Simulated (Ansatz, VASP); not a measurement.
**Sr in VASP and in Ansatz**

POSCAR

```
Sr
1.0
    0.0000000000      3.0190654870      3.0190654870
    3.0190654870      0.0000000000      3.0190654870
    3.0190654870      3.0190654870      0.0000000000
Sr
1
Direct
    0.0000000000      0.0000000000      0.0000000000
```

File INCAR.step1:

```
  PREC = Accurate
  ENCUT = 520
  ISMEAR = 0
  SIGMA = 0.1
  LREAL = False
  LASPH = True
  NELM = 100
  NBANDS = 11
  GGA = PE
  ALGO = Normal
  EDIFF = 1E-4
  LWAVE = True
  LCHARG = False
```

Contents of INCAR.step2:

```
  PREC = Accurate
  ENCUT = 520
  EDIFF = 1E-6
  ISMEAR = 0
  SIGMA = 0.1
  LREAL = False
  LASPH = True
  NELM = 100
  ALGO = Normal
  ISIF = 2
  LWAVE = False
  LCHARG = True
  METAGGA = R2SCAN
  LMIXTAU = True
  LELF = True
  LVHAR = True
  NBANDS = 11
  ISTART = 1
```

KPOINTS

```
Automatic mesh
0
Gamma
  12 12 12
```

Input for Ansatz:

```yaml
crystal:
  lattice:
    - [0.0, 3.019065487, 3.019065487]
    - [3.019065487, 0.0, 3.019065487]
    - [3.019065487, 3.019065487, 0.0]
  atoms:
    - { symbol: Sr, position: [0.0, 0.0, 0.0] }
basis:
  ecutwfc: 500
kpoints:
  mp_grid: { grid: [12, 12, 12] }
hamiltonian:
  xc: r2scan
scf:
  occupations: { method: gaussian, width: 0.1 }
output:
  forces: true
  stress: true
  eigenvalues: true
  write_density: true
  write_potential: true
  elf: true
  volumetric_format: npy
```

Alike in both runs: task single point; functional r2SCAN; k mesh 12 × 12 × 12; occupations gaussian, width 0.1 eV; no spin polarisation.

```csv
,VASP,Ansatz
version,VASP 6.6.1,Ansatz 0.2.0
potentials or method,"VASP PAW PBE potentials, release 64 (Sr_sv), cutoff 520 eV","scalar-relativistic, plane waves, PAW"
valence electrons in the cell,10,10
```

```tsv
	VASP	Ansatz	Ansatz less VASP
gap on the k mesh at the Fermi level (eV)	none	none	-
pressure (GPa)	0.4	0.4	-0.01
```

VASP's potentials were made for PBE, not for r2SCAN. A gap of «none» marks a metal or a gap that the smearing closes.
